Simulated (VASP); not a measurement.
A run of VASP 6.6.1 is set up as follows.

POSCAR

```
Ni
1.0
    2.3966650188     -0.0000000133     -0.0000000230
   -0.7988883271      2.2595974538     -0.0000000230
   -0.7988883271     -1.1297986937      1.9568688164
Ni
1
Direct
    0.0000000000      0.0000000000      0.0000000000
```

The input INCAR.step1:

```
SYSTEM = Ni
PREC     = Accurate       ! precision mode
ENCUT    = 600            ! plane-wave cutoff, eV
ISMEAR   = -1             ! smearing method
SIGMA    = 0.1            ! smearing width, eV
LREAL    = .FALSE.        ! projectors in reciprocal space
LASPH    = .TRUE.         ! aspherical terms in the spheres
NELM     = 150            ! most SCF steps
ISPIN    = 2              ! spin polarisation
MAGMOM   = 1              ! initial moments
LMAXMIX  = 4              ! l up to which the mixer works
GGA      = PE             ! functional
ALGO     = Normal         ! electronic algorithm
EDIFF    = 1E-4           ! SCF threshold, eV
LWAVE    = .TRUE.         ! write WAVECAR
LCHARG   = .FALSE.        ! write CHGCAR
```

Contents of INCAR.step2:

```
SYSTEM = Ni
PREC     = Accurate       ! precision mode
ENCUT    = 600            ! plane-wave cutoff, eV
EDIFF    = 1E-6           ! SCF threshold, eV
ISMEAR   = -1             ! smearing method
SIGMA    = 0.1            ! smearing width, eV
LREAL    = .FALSE.        ! projectors in reciprocal space
LASPH    = .TRUE.         ! aspherical terms in the spheres
NELM     = 150            ! most SCF steps
ALGO     = Normal         ! electronic algorithm
ISIF     = 3              ! what is computed and relaxed
LWAVE    = .FALSE.        ! write WAVECAR
LCHARG   = .FALSE.        ! write CHGCAR
ISPIN    = 2              ! spin polarisation
MAGMOM   = 1              ! initial moments
LORBIT   = 11             ! projections on sites
LMAXMIX  = 4              ! l up to which the mixer works
METAGGA  = R2SCAN         ! meta-GGA
LMIXTAU  = .TRUE.       
IVDW     = 12             ! dispersion correction
VDW_S6   = 1.0          
VDW_S8   = 0.78981345   
VDW_A1   = 0.49484001   
VDW_A2   = 5.73083694   
IBRION   = 2              ! ionic algorithm
NSW      = 80             ! ionic steps
EDIFFG   = -0.02          ! ionic threshold
PSTRESS  = 20.0         
ISTART   = 1
```

KPOINTS

```
regular mesh
0
G
  17 17 17
  0 0 0
```

Potentials or basis: VASP PAW PBE potentials, release 64 (Ni).

Run with:

```bash
$ cat potpaw_PBE.64/Ni/POTCAR > POTCAR
$ cp INCAR.step1 INCAR
$ mpirun -np 1 vasp_std > vasp.out
$ cp INCAR.step2 INCAR
$ mpirun -np 1 vasp_std > vasp.out
```

(1) Estimate the relaxed volume.

(2) What does it give for the relaxed cell?

## Answers

(1) 10.35 Å³/atom.

(2) a = 2.378 Å, b = 2.378 Å, c = 2.378 Å, α = 109.47°, β = 109.47°, γ = 109.47°.

Caveat: the cell is relaxed towards a set pressure, so the run minimises the enthalpy, not the energy; the PAW data sets were made with another functional, which shifts forces and pressure a little.
